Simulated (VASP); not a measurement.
# Al2Pt (Fm-3m) in VASP: a series of runs

Runs on Al2Pt. Level: r2SCAN. Tasks: relaxation of the atoms.

Program: VASP 6.6.1. These are calculated values, not measurements. Logs are shortened: lines on timing, memory, paths and dates and some standing lists are left out, and cuts for length are marked.

### 1 The cell of the first run

The structure is cubic, space group Fm-3m (No. 225). Conventional cell: a = 5.903 Å, b = 5.903 Å, c = 5.903 Å, α = 90.00°, β = 90.00°, γ = 90.00°. Al (site symmetry -43m) has 4 Pt at 2.56 Å and 6 Al at 2.95 Å within 3.4 Å. Pt (site symmetry m-3m) has 8 Al at 2.56 Å within 3.4 Å.

### 2 Relaxation of the atoms, r2SCAN

Input file POSCAR:

```
Al2Pt
1.0
    0.0000000000      2.9514026100      2.9514026100
    2.9514026100      0.0000000000      2.9514026100
    2.9514026100      2.9514026100      0.0000000000
Al Pt
2 1
Direct
    0.2500000000      0.2500000000      0.2500000000
    0.7500000000      0.7500000000      0.7500000000
    0.0000000000      0.0000000000      0.0000000000
```

Input file INCAR.step1:

```
SYSTEM = Al2Pt
  PREC = Accurate
  ENCUT = 520
  ISMEAR = -1
  SIGMA = 0.1
  LREAL = .False.
  LASPH = .True.
  NELM = 80
  GGA = PE
  ALGO = Normal
  EDIFF = 1E-4
  LWAVE = .True.
  LCHARG = .False.
```

Input file INCAR.step2:

```
SYSTEM = Al2Pt
  PREC = Accurate
  ENCUT = 520
  EDIFF = 1E-6
  ISMEAR = -1
  SIGMA = 0.1
  LREAL = .False.
  LASPH = .True.
  NELM = 80
  ALGO = Normal
  ISIF = 2
  LWAVE = .False.
  LCHARG = .False.
  METAGGA = R2SCAN
  LMIXTAU = .True.
  IBRION = 2
  NSW = 50
  EDIFFG = -0.01
  ISTART = 1
```

Input file KPOINTS:

```
regular mesh
0
Gamma
  10 10 10
  0 0 0
```

Potentials or basis: VASP PAW PBE potentials, release 64 (Al, Pt).

Command:

```
$ cat potpaw_PBE.64/Al/POTCAR potpaw_PBE.64/Pt/POTCAR > POTCAR
$ cp INCAR.step1 INCAR
$ mpirun -np 1 vasp_std > vasp.out
$ cp INCAR.step2 INCAR
$ mpirun -np 1 vasp_std > vasp.out
```

OUTCAR:

```text
SYSTEM = Al2Pt
   PREC = Accurate
   ENCUT = 520
   EDIFF = 1E-6
   ISMEAR = -1
   LREAL = .False.
   LASPH = .True.
   NELM = 80
   ISIF = 2
   METAGGA = R2SCAN
   IBRION = 2
   NSW = 50
   EDIFFG = -0.01
   ISTART = 1

 ion  position               nearest neighbor table
   1  0.250  0.250  0.250-   3 2.56   3 2.56   3 2.56   3 2.56   2 2.95   2 2.95   2 2.95   2 2.95
                             2 2.95   2 2.95
   2  0.750  0.750  0.750-   3 2.56   3 2.56   3 2.56   3 2.56   1 2.95   1 2.95   1 2.95   1 2.95
                             1 2.95   1 2.95
   3  0.000  0.000  0.000-   2 2.56   2 2.56   2 2.56   1 2.56   2 2.56   1 2.56   1 2.56   1 2.56

  LATTYP: Found a face centered cubic cell.
 ALAT       =     5.9028052200

  Lattice vectors:

 A1 = (   0.0000000000,   2.9514026100,   2.9514026100)
 A2 = (   2.9514026100,   0.0000000000,   2.9514026100)
 A3 = (   2.9514026100,   2.9514026100,   0.0000000000)

Analysis of symmetry for initial positions (statically):
=====================================================================
 Subroutine PRICEL returns:
 Original cell was already a primitive cell.

 Routine SETGRP: Setting up the symmetry group for a
 face centered cubic supercell.

 Subroutine GETGRP returns: Found 48 space group operations
 (whereof 48 operations were pure point group operations)
 out of a pool of 48 trial point group operations.

The static configuration has the point symmetry O_h .

Analysis of symmetry for dynamics (positions and initial velocities):
=====================================================================
 Subroutine PRICEL returns:
 Original cell was already a primitive cell.

 Routine SETGRP: Setting up the symmetry group for a
 face centered cubic supercell.

 Subroutine GETGRP returns: Found 48 space group operations
 (whereof 48 operations were pure point group operations)
 out of a pool of 48 trial point group operations.

The dynamic configuration has the point symmetry O_h .

 Subroutine INISYM returns: Found 48 space group operations
 (whereof 48 operations are pure point group operations),
 and found     1 'primitive' translations

----------------------------------------------------------------------------------------

                                     Primitive cell

  volume of cell :      51.4180

  direct lattice vectors                    reciprocal lattice vectors
     0.000000000  2.951402610  2.951402610    -0.169410977  0.169410977  0.169410977
     2.951402610  0.000000000  2.951402610     0.169410977 -0.169410977  0.169410977
     2.951402610  2.951402610  0.000000000     0.169410977  0.169410977 -0.169410977

  length of vectors
     4.173913599  4.173913599  4.173913599     0.293428420  0.293428420  0.293428420

  position of ions in fractional coordinates (direct lattice)
     0.250000000  0.250000000  0.250000000
     0.750000000  0.750000000  0.750000000
     0.000000000  0.000000000  0.000000000

  ion indices of the primitive-cell ions
   primitive index   ion index
                 1           1
                 2           2
                 3           3

----------------------------------------------------------------------------------------

 KPOINTS: regular mesh

Automatic generation of k-mesh.
 Grid dimensions read from file:
 generate k-points for:   10   10   10

 Generating k-lattice:

  Cartesian coordinates                     Fractional coordinates (reciprocal lattice)
    -0.016941098  0.016941098  0.016941098     0.100000000  0.000000000  0.000000000
     0.016941098 -0.016941098  0.016941098     0.000000000  0.100000000  0.000000000
     0.016941098  0.016941098 -0.016941098     0.000000000  0.000000000  0.100000000

  Length of vectors
     0.029342842  0.029342842  0.029342842

  Shift w.r.t. Gamma in fractional coordinates (k-lattice)
     0.000000000  0.000000000  0.000000000

 Subroutine IBZKPT returns following result:
 ===========================================

 Found     47 irreducible k-points:

 Following reciprocal coordinates:
            Coordinates               Weight
  0.000000  0.000000  0.000000      1.000000
  0.100000  0.000000  0.000000      8.000000
  0.200000  0.000000  0.000000      8.000000
  0.300000  0.000000  0.000000      8.000000
  0.400000  0.000000  0.000000      8.000000
  0.500000  0.000000  0.000000      4.000000
[... 16 lines left out ...]
  0.300000  0.300000  0.000000      6.000000
  0.400000  0.300000  0.000000     24.000000
 [... further k-points ...]
   k-points           NKPTS =     47   k-points in BZ     NKDIM =     47   number of bands    NBANDS=     12
   number of dos      NEDOS =    301   number of ions     NIONS =      3
   total plane-waves  NPLWV =  32768
   dimension x,y,z NGX =    32 NGY =   32 NGZ =   32
   dimension x,y,z NGXF=    64 NGYF=   64 NGZF=   64
   ions per type =               2   1
   NGX,Y,Z   is equivalent  to a cutoff of  12.75, 12.75, 12.75 a.u.
   NGXF,Y,Z  is equivalent  to a cutoff of  25.49, 25.49, 25.49 a.u.
 SYSTEM =  Al2Pt
   PREC   = accura    normal or accurate (medium, high low for compatibility)
   ISTART =      1    job   : 0-new  1-cont  2-samecut
   ICHARG =      0    charge: 1-file 2-atom 10-const
   ISPIN  =      1    spin polarized calculation?
   LNONCOLLINEAR =      F non collinear calculations
   LSORBIT =      F    spin-orbit coupling
   LASPH  =      T    aspherical Exc in radial PAW
   ENCUT  =  520.0 eV  38.22 Ry    6.18 a.u.   7.76  7.76  7.76*2*pi/ulx,y,z
   NELM   =     80;   NELMIN=  2; NELMDL=  0     # of ELM steps
   EDIFF  = 0.1E-05   stopping-criterion for ELM
   LREAL  =      F    real-space projection
   EDIFFG = -.1E-01   stopping-criterion for IOM
   NSW    =     50    number of steps for IOM
   IBRION =      2    ionic relax: 0-MD 1-quasi-New 2-CG
   NFREE  =      1    steps in history (QN), initial steepest desc. (CG)
   ISIF   =      2    stress and relaxation
   ISYM   =      2    0-nonsym 1-usesym 2-fastsym
   POTIM  = 0.5000    time-step for ionic-motion
   TEBEG  =    0.0;   TEEND  =   0.0 temperature during run
   PSTRESS=    0.0 pullay stress
   NELECT =      16.0000    total number of electrons
   NUPDOWN=      -1.0000    fix difference up-down
   EMIN   =  10.00;   EMAX   =-10.00  energy-range for DOS
   EFERMI =   0.00;   METHOD = LEGACY
   ISMEAR =    -1;   SIGMA  =   0.10  broadening in eV -4-tet -1-fermi 0-gaus
   EFERMI_NEDOS =   21; number of points for ismear=-14 and -15
   IALGO  =     38    algorithm
   IMIX   =      4    mixing-type and parameters
     AMIX     =   0.40;   BMIX     =  1.00
     AMIX_MAG =   1.60;   BMIX_MAG =  1.00
  volume/ion in A,a.u.               =      17.14       115.66
  Fermi-wavevector in a.u.,A,eV,Ry     =   1.109370  2.096405 16.744711  1.230702
  Thomas-Fermi vector in A             =   2.245909
   LORBIT       =      0    0 simple, 1 ext, 2 COOP (PROOUT), +10 PAW based schemes
   METAGGA = R2SCAN    functional components
   LHFCALC =     F    Hartree Fock is set to
   AEXX    =    0.0000 exact exchange contribution
   IVDW    =     0    specifies the selected vdW correction
   LEPSILON=     F    determine dielectric tensor
   LRPA    =     F    only Hartree local field effects (RPA)
 conjugate gradient relaxation of ions
 non-spin polarized calculation
  energy-cutoff  :      520.00
  volume of cell :       51.42
 maximum number of plane-waves:      1411
   NGX = 15   NGY = 15   NGZ = 15

 number of electron      16.0000000 magnetization

 Free energy of the ion-electron system (eV)
  ---------------------------------------------------
  ext. energy  EPLUGINS =         0.00000000
  ---------------------------------------------------
  free energy    TOTEN  =       -67.93090685 eV

  energy without entropy =      -67.89560126  energy(sigma->0) =      -67.91325406

 E-fermi :   7.8352     XC(G=0): -11.4777

 val. band max:        7.7915321931   @ k =   0.5000   0.3000   0.1000
 cond. band min:       7.9279501947   @ k =   0.5000   0.2000   0.0000
 fundamental gap:      0.1364180016
 Fermi energy:         7.8351623533

 k-point     1 :       0.0000    0.0000    0.0000
  band No.  band energies     occupation
      1      -2.9354      2.00000
      2       2.4928      2.00000
      3       2.4928      2.00000
      4       2.4928      2.00000
      5       3.9129      2.00000
      6       3.9129      2.00000
      7      11.5382      0.00000
      8      11.8114      0.00000
      9      11.8114      0.00000
     10      11.8114      0.00000
     11      13.6393      0.00000
     12      13.6393      0.00000

 k-point     2 :       0.1000    0.0000    0.0000
  band No.  band energies     occupation
      1      -2.7896      2.00000
      2       2.4144      2.00000
      3       2.5422      2.00000
      4       2.5422      2.00000
      5       3.8970      2.00000
      6       3.8970      2.00000
      7      10.1675      0.00000
      8      11.4231      0.00000
      9      11.4231      0.00000
     10      11.7257      0.00000
     11      14.0733      0.00000
     12      14.0733      0.00000

 k-point     3 :       0.2000    0.0000    0.0000
  band No.  band energies     occupation
      1      -2.3628      2.00000
      2       2.2128      2.00000
      3       2.6619      2.00000
      4       2.6619      2.00000
      5       3.8830      2.00000
      6       3.8830      2.00000
      7       7.9619      0.43956
      8      10.6377      0.00000
      9      10.6377      0.00000
     10      12.0795      0.00000
     11      13.9415      0.00000
     12      14.0258      0.00000
[... 286 lines left out ...]
 k-point    23 :       0.3000    0.3000    0.0000
  band No.  band energies     occupation
      1      -1.2203      2.00000
      2       1.7943      2.00000
      3       3.1520      2.00000
      4       3.1520      2.00000
      5       3.1696      2.00000
      6       4.2568      2.00000
      7       6.7604      1.99996
      8       7.6933      1.61027
      9       7.6933      1.61024
     10      11.4079      0.00000
     11      11.8567      0.00000
     12      16.6822      0.00000

 k-point    24 :       0.4000    0.3000    0.0000
  band No.  band energies     occupation
      1      -0.5565      2.00000
      2       1.6593      2.00000
      3       2.8514      2.00000
      4       3.3366      2.00000
      5       3.5303      2.00000
      6       4.3178      2.00000
      7       5.3610      2.00000
      8       7.1652      1.99754
      9       7.2006      1.99650
     10      11.5227      0.00000
     11      12.0937      0.00000
     12      15.8593      0.00000

 [... further k-points ...]

------------------------ aborting loop because EDIFF is reached ----------------------------------------

  FORCE on cell =-STRESS in cart. coord.  units (eV):
  Direction    XX          YY          ZZ          XY          YZ          ZX
  --------------------------------------------------------------------------------------
  -------------------------------------------------------------------------------------
  Total       -0.0437082     -0.0437082     -0.0437082      0.0000000     -0.0000000      0.0000000
  in kB       -1.3619398     -1.3619398     -1.3619398      0.0000000     -0.0000000      0.0000000
  external PRESSURE =      -1.3619398 kB  Pullay stress =       0.0000000 kB

 VOLUME and BASIS-vectors are now :
 -----------------------------------------------------------------------------
  energy-cutoff  :      520.00
  volume of cell :       51.42
      direct lattice vectors                 reciprocal lattice vectors
     0.000000000  2.951402610  2.951402610    -0.169410977  0.169410977  0.169410977
     2.951402610  0.000000000  2.951402610     0.169410977 -0.169410977  0.169410977
     2.951402610  2.951402610  0.000000000     0.169410977  0.169410977 -0.169410977

 POSITION                                       TOTAL-FORCE (eV/Angst)
 -----------------------------------------------------------------------------------
      1.47570      1.47570      1.47570         0.000000      0.000000      0.000000
      4.42710      4.42710      4.42710         0.000000     -0.000000     -0.000000
      0.00000      0.00000      0.00000        -0.000000      0.000000      0.000000
 -----------------------------------------------------------------------------------
    total drift:                                0.000000     -0.000000      0.000000

  FREE ENERGIE OF THE ION-ELECTRON SYSTEM (eV)
  ---------------------------------------------------
  free  energy   TOTEN  =       -67.9309068493 eV

  energy  without entropy=      -67.8956012628  energy(sigma->0) =      -67.91325406

 reached required accuracy - stopping structural energy minimisation
```

Run time: 76 s. Hardware: 1 thread of Intel Xeon Platinum 8175M at 2.50GHz (Skylake/Cascade Lake), shared host; peak memory 0.2 GiB.

Results:

```yaml
Free_energy: -67.9309 eV
Pressure_after_relaxing: -0.1 GPa
Band_gap_on_the_k_mesh: zero (bands 8 and 9 overlap by 5.69 eV)
```

Final structure:
```xyz
3
Lattice="0.0000 2.9514 2.9514 2.9514 0.0000 2.9514 2.9514 2.9514 0.0000" Properties=species:S:1:pos:R:3 pbc="T T T"
Al    1.4757    1.4757    1.4757
Al    4.4271    4.4271    4.4271
Pt    0.0000    0.0000    0.0000
```

Caveat: the relaxation stopped at its first step, so nothing moved; the PAW data sets were made with another functional, which shifts forces and pressure a little; spin-orbit coupling is left out, which moves the levels of the heavy elements.

### 3 Relaxation of the atoms, r2SCAN

This run uses another cell than the first one, of 17.48 Å³/atom.

Input file POSCAR:

```
Al2Pt
1.0
    0.0000000000      2.9709488900      2.9709488900
    2.9709488900      0.0000000000      2.9709488900
    2.9709488900      2.9709488900      0.0000000000
Al Pt
2 1
Direct
    0.2500000000      0.2500000000      0.2500000000
    0.7500000000      0.7500000000      0.7500000000
    0.0000000000      0.0000000000      0.0000000000
```

Input file INCAR.step1:

```
SYSTEM = Al2Pt
ALGO = Normal
EDIFF = 1E-4
ENCUT = 520
GGA = PE
ISMEAR = -1
LASPH = .TRUE.
LCHARG = .FALSE.
LREAL = .FALSE.
LWAVE = .TRUE.
NELM = 80
PREC = Accurate
SIGMA = 0.1
```

Input file INCAR.step2:

```
SYSTEM = Al2Pt
ALGO = Normal
EDIFF = 1E-6
EDIFFG = -0.01
ENCUT = 520
IBRION = 2
ISIF = 2
ISMEAR = -1
ISTART = 1
LASPH = .TRUE.
LCHARG = .FALSE.
LMIXTAU = .TRUE.
LREAL = .FALSE.
LWAVE = .FALSE.
METAGGA = R2SCAN
NELM = 80
NSW = 50
PREC = Accurate
SIGMA = 0.1
```

Input file KPOINTS:

```
k-points
0
G
  10 10 10
  0 0 0
```

Potentials or basis: VASP PAW PBE potentials, release 64 (Al, Pt).

Command:

```
$ cat potpaw_PBE.64/Al/POTCAR potpaw_PBE.64/Pt/POTCAR > POTCAR
$ cp INCAR.step1 INCAR
$ mpirun -np 1 vasp_std > vasp.out
$ cp INCAR.step2 INCAR
$ mpirun -np 1 vasp_std > vasp.out
```

Wall time 74 s (1 thread of Intel Xeon Platinum 8175M at 2.50GHz (Skylake/Cascade Lake), shared host); peak memory 0.2 GiB.

The run converged. Its results:

```yaml
Free_energy: -67.9212 eV
Pressure_after_relaxing: -2.8 GPa
Band_gap_on_the_k_mesh: zero (bands 8 and 9 overlap by 5.64 eV)
```

Final structure:
```
Al Pt
1.0
     0.00000    2.97095    2.97095
     2.97095    0.00000    2.97095
     2.97095    2.97095    0.00000
Al Pt
2 1
Direct
  0.25000 0.25000 0.25000
  0.75000 0.75000 0.75000
  0.00000 0.00000 0.00000
```

Levels at points of the mesh, in eV from the Fermi level:
| k point | band 6 | band 7 | band 8 | band 9 | band 10 | band 11 |
| --- | --- | --- | --- | --- | --- | --- |
| (0.00, 0.00, 0.00) | -3.84 | 3.54 | 3.96 | 3.96 | 3.96 | 5.69 |
| (0.50, 0.00, 0.00) | -3.59 | -3.59 | 1.04 | 1.04 | 4.29 | 5.46 |
| (0.50, 0.50, 0.00) | -3.56 | -3.31 | -1.68 | -1.68 | 3.44 | 3.70 |

Caveat: the relaxation stopped at its first step, so nothing moved; the PAW data sets were made with another functional, which shifts forces and pressure a little; spin-orbit coupling is left out, which moves the levels of the heavy elements.

The gap in the log of VASP goes by the Fermi energy; the results here count the filled bands.